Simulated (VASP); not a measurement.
A run of VASP 6.6.1 is set up as follows.

Contents of POSCAR:

```
W
1.0
   -1.5841890235      1.5841890235      1.5841890235
    1.5841890235     -1.5841890235      1.5841890235
    1.5841890235      1.5841890235     -1.5841890235
W
1
Direct
    0.0000000000      0.0000000000      0.0000000000
```

INCAR.step1

```
  PREC = Accurate
  ENCUT = 520
  ISMEAR = 0
  SIGMA = 0.1
  LREAL = False
  LASPH = True
  NELM = 80
  NBANDS = 13
  GGA = PE
  ALGO = Normal
  EDIFF = 1E-4
  LWAVE = True
  LCHARG = False
```

Contents of INCAR.step2:

```
  PREC = Accurate
  ENCUT = 520
  EDIFF = 1E-6
  ISMEAR = 0
  SIGMA = 0.1
  LREAL = False
  LASPH = True
  NELM = 80
  ALGO = Normal
  ISIF = 2
  LWAVE = False
  LCHARG = False
  METAGGA = R2SCAN
  LMIXTAU = True
  NBANDS = 13
  ISTART = 1
```

Contents of KPOINTS:

```
regular mesh
0
Gamma
  20 20 20
```

Potentials or basis: VASP PAW PBE potentials, release 64 (W_sv).

Command:

```console
$ cat potpaw_PBE.64/W_sv/POTCAR > POTCAR
$ cp INCAR.step1 INCAR
$ mpirun -np 1 vasp_std > vasp.out
$ cp INCAR.step2 INCAR
$ mpirun -np 1 vasp_std > vasp.out
```

(1) What does it give for the band gap on the k mesh?

(2) What does it give for the pressure?

Answers

(1) zero (bands 7 and 8 overlap by 6.59 eV).

(2) 1.2 GPa.

Caveat: the PAW data sets were made with another functional, which shifts forces and pressure a little; spin-orbit coupling is left out, which moves the levels of the heavy elements.
